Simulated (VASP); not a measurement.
# BeTe (F-43m) in VASP: further runs

BeTe is run at these levels: LDA; tasks: single point, relaxation of cell and atoms.

Everything below comes from runs of VASP 6.6.1. Logs are shortened: lines on timing, memory, paths and dates and some standing lists are left out, and cuts for length are marked.

### 1 The cell of the first run

It takes space group F-43m (No. 216, cubic). The conventional cell has a = 5.555 Å, b = 5.555 Å, c = 5.555 Å, α = 90.00°, β = 90.00°, γ = 90.00°. Within 3.2 Å of Be (site symmetry -43m) lie 4 Te at 2.41 Å. Within 3.2 Å of Te (site symmetry -43m) lie 4 Be at 2.41 Å.

### 2 Single point, LDA

INCAR

```
  PREC = Accurate
  ENCUT = 520
  EDIFF = 1E-7
  ISMEAR = 0
  SIGMA = 0.02
  LREAL = F
  LASPH = T
  NELM = 80
  ALGO = Normal
  ISIF = 2
  LWAVE = F
  LCHARG = F
  GGA = CA
  NBANDS = 11
```

KPOINTS

```
regular mesh
0
Gamma
  8 8 8
```

POSCAR

```
BeTe
1.0
    0.0000000000      2.7773062588      2.7773062588
    2.7773062588      0.0000000000      2.7773062588
    2.7773062588      2.7773062588      0.0000000000
Be Te
1 1
Direct
    0.0000000000      0.0000000000      0.0000000000
    0.7500000000      0.7500000000      0.7500000000
```

Potentials or basis: VASP PAW LDA potentials, release 64 (Be, Te).

Started as:

```
cat potpaw_LDA.64/Be/POTCAR potpaw_LDA.64/Te/POTCAR > POTCAR
mpirun -np 1 vasp_std > vasp.out
```

OUTCAR:

```text
PREC = Accurate
   ENCUT = 520
   EDIFF = 1E-7
   ISMEAR = 0
   LREAL = F
   LASPH = T
   NELM = 80
   ISIF = 2
   GGA = CA

 ion  position               nearest neighbor table
   1  0.000  0.000  0.000-   2 2.41   2 2.41   2 2.41   2 2.41
   2  0.750  0.750  0.750-   1 2.41   1 2.41   1 2.41   1 2.41

  LATTYP: Found a face centered cubic cell.
 ALAT       =     5.5546125176

  Lattice vectors:

 A1 = (   0.0000000000,   2.7773062588,   2.7773062588)
 A2 = (   2.7773062588,   0.0000000000,   2.7773062588)
 A3 = (   2.7773062588,   2.7773062588,   0.0000000000)

Analysis of symmetry for initial positions (statically):
=====================================================================
 Subroutine PRICEL returns:
 Original cell was already a primitive cell.

 Routine SETGRP: Setting up the symmetry group for a
 face centered cubic supercell.

 Subroutine GETGRP returns: Found 24 space group operations
 (whereof 24 operations were pure point group operations)
 out of a pool of 48 trial point group operations.

The static configuration has the point symmetry T_d .

Analysis of symmetry for dynamics (positions and initial velocities):
=====================================================================
 Subroutine PRICEL returns:
 Original cell was already a primitive cell.

 Routine SETGRP: Setting up the symmetry group for a
 face centered cubic supercell.

 Subroutine GETGRP returns: Found 24 space group operations
 (whereof 24 operations were pure point group operations)
 out of a pool of 48 trial point group operations.

The dynamic configuration has the point symmetry T_d .

 Subroutine INISYM returns: Found 24 space group operations
 (whereof 24 operations are pure point group operations),
 and found     1 'primitive' translations

----------------------------------------------------------------------------------------

                                     Primitive cell

  volume of cell :      42.8451

  direct lattice vectors                    reciprocal lattice vectors
     0.000000000  2.777306259  2.777306259    -0.180030560  0.180030560  0.180030560
     2.777306259  0.000000000  2.777306259     0.180030560 -0.180030560  0.180030560
     2.777306259  2.777306259  0.000000000     0.180030560  0.180030560 -0.180030560

  length of vectors
     3.927704178  3.927704178  3.927704178     0.311822076  0.311822076  0.311822076

  position of ions in fractional coordinates (direct lattice)
     0.000000000  0.000000000  0.000000000
     0.750000000  0.750000000  0.750000000

  ion indices of the primitive-cell ions
   primitive index   ion index
                 1           1
                 2           2

----------------------------------------------------------------------------------------

 KPOINTS: regular mesh

Automatic generation of k-mesh.
 Grid dimensions read from file:
 generate k-points for:    8    8    8

 Generating k-lattice:

  Cartesian coordinates                     Fractional coordinates (reciprocal lattice)
    -0.022503820  0.022503820  0.022503820     0.125000000  0.000000000  0.000000000
     0.022503820 -0.022503820  0.022503820     0.000000000  0.125000000  0.000000000
     0.022503820  0.022503820 -0.022503820     0.000000000  0.000000000  0.125000000

  Length of vectors
     0.038977760  0.038977760  0.038977760

  Shift w.r.t. Gamma in fractional coordinates (k-lattice)
     0.000000000  0.000000000  0.000000000

 Subroutine IBZKPT returns following result:
 ===========================================

 Found     29 irreducible k-points:

 Following reciprocal coordinates:
            Coordinates               Weight
  0.000000  0.000000  0.000000      1.000000
  0.125000  0.000000  0.000000      8.000000
  0.250000  0.000000  0.000000      8.000000
  0.375000  0.000000  0.000000      8.000000
  0.500000  0.000000  0.000000      4.000000
  0.125000  0.125000  0.000000      6.000000
[... 16 lines left out ...]
  0.500000  0.250000  0.125000     48.000000
 -0.375000  0.250000  0.125000     24.000000
 [... further k-points ...]
   k-points           NKPTS =     29   k-points in BZ     NKDIM =     29   number of bands    NBANDS=     11
   number of dos      NEDOS =    301   number of ions     NIONS =      2
   total plane-waves  NPLWV =  27000
   dimension x,y,z NGX =    30 NGY =   30 NGZ =   30
   dimension x,y,z NGXF=    60 NGYF=   60 NGZF=   60
   ions per type =               1   1
   NGX,Y,Z   is equivalent  to a cutoff of  12.70, 12.70, 12.70 a.u.
   NGXF,Y,Z  is equivalent  to a cutoff of  25.40, 25.40, 25.40 a.u.
 SYSTEM =  unknown system
   PREC   = accura    normal or accurate (medium, high low for compatibility)
   ISTART =      0    job   : 0-new  1-cont  2-samecut
   ICHARG =      2    charge: 1-file 2-atom 10-const
   ISPIN  =      1    spin polarized calculation?
   LNONCOLLINEAR =      F non collinear calculations
   LSORBIT =      F    spin-orbit coupling
   LASPH  =      T    aspherical Exc in radial PAW
   ENCUT  =  520.0 eV  38.22 Ry    6.18 a.u.   7.30  7.30  7.30*2*pi/ulx,y,z
   NELM   =     80;   NELMIN=  2; NELMDL= -5     # of ELM steps
   EDIFF  = 0.1E-06   stopping-criterion for ELM
   LREAL  =      F    real-space projection
   EDIFFG = 0.1E-05   stopping-criterion for IOM
   NSW    =      0    number of steps for IOM
   IBRION =     -1    ionic relax: 0-MD 1-quasi-New 2-CG
   NFREE  =      0    steps in history (QN), initial steepest desc. (CG)
   ISIF   =      2    stress and relaxation
   ISYM   =      2    0-nonsym 1-usesym 2-fastsym
   POTIM  = 0.5000    time-step for ionic-motion
   TEBEG  =    0.0;   TEEND  =   0.0 temperature during run
   PSTRESS=    0.0 pullay stress
   NELECT =       8.0000    total number of electrons
   NUPDOWN=      -1.0000    fix difference up-down
   EMIN   =  10.00;   EMAX   =-10.00  energy-range for DOS
   EFERMI =   0.00;   METHOD = LEGACY
   ISMEAR =     0;   SIGMA  =   0.02  broadening in eV -4-tet -1-fermi 0-gaus
   EFERMI_NEDOS =   21; number of points for ismear=-14 and -15
   IALGO  =     38    algorithm
   IMIX   =      4    mixing-type and parameters
     AMIX     =   0.40;   BMIX     =  1.00
     AMIX_MAG =   1.60;   BMIX_MAG =  1.00
  volume/ion in A,a.u.               =      21.42       144.57
  Fermi-wavevector in a.u.,A,eV,Ry     =   0.935702  1.768221 11.912430  0.875539
  Thomas-Fermi vector in A             =   2.062637
   LORBIT       =      0    0 simple, 1 ext, 2 COOP (PROOUT), +10 PAW based schemes
   GGA     = CA    functional components
   LHFCALC =     F    Hartree Fock is set to
   AEXX    =    0.0000 exact exchange contribution
   IVDW    =     0    specifies the selected vdW correction
   LEPSILON=     F    determine dielectric tensor
   LRPA    =     F    only Hartree local field effects (RPA)
 non-spin polarized calculation
 Gauss-broadening in eV      SIGMA  =   0.02
  energy-cutoff  :      520.00
  volume of cell :       42.85
 maximum number of plane-waves:      1174
 NGX is ok and might be reduce to    30
   NGX = 15   NGY = 15   NGZ = 15

 number of electron       7.9999999 magnetization

 Free energy of the ion-electron system (eV)
  ---------------------------------------------------
  ext. energy  EPLUGINS =         0.00000000
  ---------------------------------------------------
  free energy    TOTEN  =        -8.72649797 eV

  energy without entropy =       -8.72649797  energy(sigma->0) =       -8.72649797

 E-fermi :   5.5158     XC(G=0):  -9.4311

 val. band max:        5.4182925920   @ k =   0.0000   0.0000   0.0000
 cond. band min:       7.1884577217   @ k =   0.5000   0.5000   0.0000
 fundamental gap:      1.7701651297
 Fermi energy:         5.5158034183

 k-point     1 :       0.0000    0.0000    0.0000
  band No.  band energies     occupation
      1      -7.1788      2.00000
      2       5.4183      2.00000
      3       5.4183      2.00000
      4       5.4183      2.00000
      5       8.9676      0.00000
      6       8.9676      0.00000
      7       8.9676      0.00000
      8       9.4494      0.00000
      9      13.6604      0.00000
     10      15.7419      0.00000
     11      15.7419      0.00000

 k-point     2 :       0.1250    0.0000    0.0000
  band No.  band energies     occupation
      1      -7.0231      2.00000
      2       4.0456      2.00000
      3       5.1647      2.00000
      4       5.1647      2.00000
      5       8.9734      0.00000
      6       9.3300      0.00000
      7       9.3300      0.00000
      8      10.7105      0.00000
      9      14.0620      0.00000
     10      14.7263      0.00000
     11      14.7263      0.00000

 k-point     3 :       0.2500    0.0000    0.0000
  band No.  band energies     occupation
      1      -6.5914      2.00000
      2       1.9527      2.00000
      3       4.6986      2.00000
      4       4.6986      2.00000
      5       8.7886      0.00000
      6       9.8746      0.00000
      7       9.8746      0.00000
      8      12.5600      0.00000
      9      14.3948      0.00000
     10      14.4429      0.00000
     11      14.4429      0.00000

 k-point     4 :       0.3750    0.0000    0.0000
  band No.  band energies     occupation
      1      -6.0356      2.00000
      2       0.2901      2.00000
      3       4.3439      2.00000
      4       4.3439      2.00000
      5       8.6380      0.00000
      6       9.9936      0.00000
      7       9.9936      0.00000
      8      13.1267      0.00000
      9      15.2762      0.00000
     10      15.5268      0.00000
     11      15.5268      0.00000

 k-point     5 :       0.5000    0.0000    0.0000
  band No.  band energies     occupation
      1      -5.7411      2.00000
      2      -0.3846      2.00000
      3       4.2171      2.00000
      4       4.2171      2.00000
      5       8.5845      0.00000
      6       9.9541      0.00000
      7       9.9541      0.00000
      8      13.0519      0.00000
      9      16.3436      0.00000
     10      16.9856      0.00000
     11      16.9856      0.00000
[... 211 lines left out ...]
 k-point    21 :       0.5000    0.5000    0.0000
  band No.  band energies     occupation
      1      -5.2169      2.00000
      2       0.1141      2.00000
      3       2.6150      2.00000
      4       2.6150      2.00000
      5       7.1885      0.00000
      6       8.0113      0.00000
      7      15.2769      0.00000
      8      15.2769      0.00000
      9      17.0250      0.00000
     10      18.7455      0.00000
     11      18.9220      0.00000

 k-point    22 :       0.3750    0.2500    0.1250
  band No.  band energies     occupation
      1      -6.2333      2.00000
      2       1.7136      2.00000
      3       3.0314      2.00000
      4       4.1155      2.00000
      5       8.9361      0.00000
      6      10.3884      0.00000
      7      10.7052      0.00000
      8      11.7583      0.00000
      9      14.5703      0.00000
     10      15.9738      0.00000
     11      16.6448      0.00000

 k-point    23 :       0.5000    0.2500    0.1250
  band No.  band energies     occupation
      1      -5.7378      2.00000
      2       0.5964      2.00000
      3       2.4831      2.00000
      4       3.6273      2.00000
      5       9.3958      0.00000
      6      10.1093      0.00000
      7      11.3504      0.00000
      8      12.3907      0.00000
      9      15.2727      0.00000
     10      15.8217      0.00000
     11      17.7135      0.00000

 k-point    24 :      -0.3750    0.2500    0.1250
  band No.  band energies     occupation
      1      -5.4846      2.00000
      2       0.0670      2.00000
      3       2.3777      2.00000
      4       3.3878      2.00000
      5       9.5383      0.00000
      6       9.8209      0.00000
      7      12.1656      0.00000
      8      13.2241      0.00000
      9      13.8936      0.00000
     10      16.9946      0.00000
     11      17.3523      0.00000

 [... further k-points ...]
[... 5 lines left out ...]
  --------------------------------------------------------------------------------------
  -------------------------------------------------------------------------------------
  Total        0.0726810      0.0726810      0.0726810     -0.0000000     -0.0000000      0.0000000
  in kB        2.7178783      2.7178783      2.7178783     -0.0000000     -0.0000000      0.0000000
  external PRESSURE =       2.7178783 kB  Pullay stress =       0.0000000 kB

 VOLUME and BASIS-vectors are now :
 -----------------------------------------------------------------------------
  energy-cutoff  :      520.00
  volume of cell :       42.85
      direct lattice vectors                 reciprocal lattice vectors
     0.000000000  2.777306259  2.777306259    -0.180030560  0.180030560  0.180030560
     2.777306259  0.000000000  2.777306259     0.180030560 -0.180030560  0.180030560
     2.777306259  2.777306259  0.000000000     0.180030560  0.180030560 -0.180030560

 POSITION                                       TOTAL-FORCE (eV/Angst)
 -----------------------------------------------------------------------------------
      0.00000      0.00000      0.00000         0.000000      0.000000      0.000000
      4.16596      4.16596      4.16596        -0.000000     -0.000000     -0.000000
 -----------------------------------------------------------------------------------
    total drift:                               -0.000000     -0.000000     -0.000000

  FREE ENERGIE OF THE ION-ELECTRON SYSTEM (eV)
  ---------------------------------------------------
  free  energy   TOTEN  =        -8.7264979707 eV

  energy  without entropy=       -8.7264979707  energy(sigma->0) =       -8.72649797
```

It took 14 s on 1 thread of Intel Xeon Platinum 8259CL at 2.50GHz (Skylake/Cascade Lake), shared host; peak memory 0.15 GiB.

Results:

| Item | Value |
| --- | --- |
| Free energy | -8.7265 eV |
| Pressure | 0.3 GPa |
| Band gap on the k mesh | 1.77 eV, indirect (least direct gap 3.55 eV) |

Caveat: spin-orbit coupling is left out, which moves the levels of the heavy elements.

### 3 Single point, LDA

INCAR

```
SYSTEM = BeTe
PREC     = Accurate       ! precision mode
ENCUT    = 520            ! plane-wave cutoff, eV
EDIFF    = 1E-7           ! SCF threshold, eV
ISMEAR   = 0              ! smearing method
SIGMA    = 0.01           ! smearing width, eV
LREAL    = .False.        ! projectors in reciprocal space
LASPH    = .True.         ! aspherical terms in the spheres
NELM     = 100            ! most SCF steps
ALGO     = Normal         ! electronic algorithm
ISIF     = 2              ! what is computed and relaxed
LWAVE    = .False.        ! write WAVECAR
LCHARG   = .False.        ! write CHGCAR
GGA      = CA             ! functional
NBANDS   = 11             ! bands
```

KPOINTS

```
regular mesh
0
Gamma
  8 8 8
  0 0 0
```

POSCAR is that of step 2.

Potentials or basis: VASP PAW LDA potentials, release 64 (Be, Te).

Started as:

```
cat potpaw_LDA.64/Be/POTCAR potpaw_LDA.64/Te/POTCAR > POTCAR
mpirun -np 1 vasp_std > vasp.out
```

It took 15 s on 1 thread of Intel Xeon Platinum 8259CL at 2.50GHz (Skylake/Cascade Lake), shared host; peak memory 0.15 GiB.

The run converged. Its results:

```
Free energy            : -8.7265 eV
Pressure               : 0.3 GPa
Band gap on the k mesh : 1.77 eV, indirect (least direct gap 3.55 eV)
```

Levels at points of the mesh, in eV from the valence-band top:
| k point | band 1 | band 2 | band 3 | band 4 | band 5 | band 6 | band 7 | band 8 | band 9 |
| --- | --- | --- | --- | --- | --- | --- | --- | --- | --- |
| (0.00, 0.00, 0.00) | -12.60 | 0.00 | 0.00 | 0.00 | 3.55 | 3.55 | 3.55 | 4.03 | 8.24 |
| (0.50, 0.00, 0.00) | -11.16 | -5.80 | -1.20 | -1.20 | 3.17 | 4.54 | 4.54 | 7.63 | 10.93 |
| (0.50, 0.50, 0.00) | -10.64 | -5.30 | -2.80 | -2.80 | 1.77 | 2.59 | 9.86 | 9.86 | 11.61 |

Caveat: spin-orbit coupling is left out, which moves the levels of the heavy elements. A k mesh can miss the band edges.

### 4 Relaxation of cell and atoms, LDA

This run uses another cell than the first one, of 21.25 Å³/atom, 0.992 times its volume.

INCAR

```
ALGO = Normal
EDIFF = 1E-6
EDIFFG = -0.005
ENCUT = 600
GGA = CA
IBRION = 2
ISIF = 3
ISMEAR = 0
LASPH = True
LCHARG = False
LREAL = False
LWAVE = False
NELM = 100
NSW = 100
PREC = Accurate
SIGMA = 0.02
```

KPOINTS

```
k-points
0
Gamma
  8 8 8
```

POSCAR

```
BeTe
1.0
    0.0000000000      2.7700000000      2.7700000000
    2.7700000000      0.0000000000      2.7700000000
    2.7700000000      2.7700000000      0.0000000000
Be Te
1 1
Direct
    0.0000000000      0.0000000000      0.0000000000
    0.7500000000      0.7500000000      0.7500000000
```

Started as:

```
cat potpaw_LDA.64/Be/POTCAR potpaw_LDA.64/Te/POTCAR > POTCAR
mpirun -np 1 vasp_std > vasp.out
```

Wall time 24 s (1 thread of Intel Xeon Platinum 8259CL at 2.50GHz (Skylake/Cascade Lake), shared host); peak memory 0.16 GiB.

The run converged. Its results:

- Free energy: -8.7267 eV
- Relaxed volume: 21.51 Å³/atom
- Relaxed cell: a = 3.933 Å, b = 3.933 Å, c = 3.933 Å, α = 60.00°, β = 60.00°, γ = 60.00°
- Space group after relaxing (to 0.05 Å): F-43m (No. 216)
- Energy gained by relaxing: 0.6 meV/atom
- Ionic steps: 3
- Pressure after relaxing: 0.0 GPa
- Band gap on the k mesh: 1.78 eV, indirect (least direct gap 3.55 eV)

Step by step:
| step | energy change (eV) | largest force (eV/Å) | pressure (GPa) | volume (Å³) |
| --- | --- | --- | --- | --- |
| 1 | 0.0000 | 0.0000 | 0.79 | 42.51 |
| 2 | -0.0012 | 0.0000 | -0.19 | 43.16 |
| 3 | -0.0013 | 0.0000 | 0.00 | 43.03 |

Final structure:
```yaml
crystal:
  lattice:
    - [0.00000, 2.78122, 2.78122]
    - [2.78122, 0.00000, 2.78122]
    - [2.78122, 2.78122, 0.00000]
  atoms:
    - { symbol: Be, position: [0.00000, 0.00000, 0.00000] }
    - { symbol: Te, position: [0.75000, 0.75000, 0.75000] }
```

Levels at points of the mesh, in eV from the valence-band top:
| k point | band 2 | band 3 | band 4 | band 5 | band 6 | band 7 |
| --- | --- | --- | --- | --- | --- | --- |
| (0.00, 0.00, 0.00) | 0.00 | 0.00 | 0.00 | 3.55 | 3.55 | 3.55 |
| (0.50, 0.00, 0.00) | -5.77 | -1.19 | -1.19 | 3.15 | 4.54 | 4.54 |
| (0.50, 0.50, 0.00) | -5.28 | -2.79 | -2.79 | 1.78 | 2.60 | 9.83 |

Caveat: spin-orbit coupling is left out, which moves the levels of the heavy elements. As with any semilocal functional, this LDA gap is likely too small.

### 5 Summary

| task | cell | cutoff (eV) | smearing | gap on the mesh (eV) | pressure (GPa) |
| --- | --- | --- | --- | --- | --- |
| single point | a = 3.928 Å, angles 60.0°, 2 atoms | 520 | gaussian 0.02 eV | 1.77 | 0.3 |
| single point | a = 3.928 Å, angles 60.0°, 2 atoms | 520 | gaussian 0.01 eV | 1.77 | 0.3 |
| relaxation of cell and atoms | relaxed from a = 3.917 Å, angles 60.0°, 2 atoms | 600 | gaussian 0.02 eV | 1.78 | 0.0 |

Alike in all rows: level LDA; potentials or basis VASP PAW LDA potentials, release 64 (Be, Te); no spin polarisation; k mesh 8 × 8 × 8.

Caveats: spin-orbit coupling is left out, which moves the levels of the heavy elements.

Absolute energies hang on the potentials; compare differences alone.
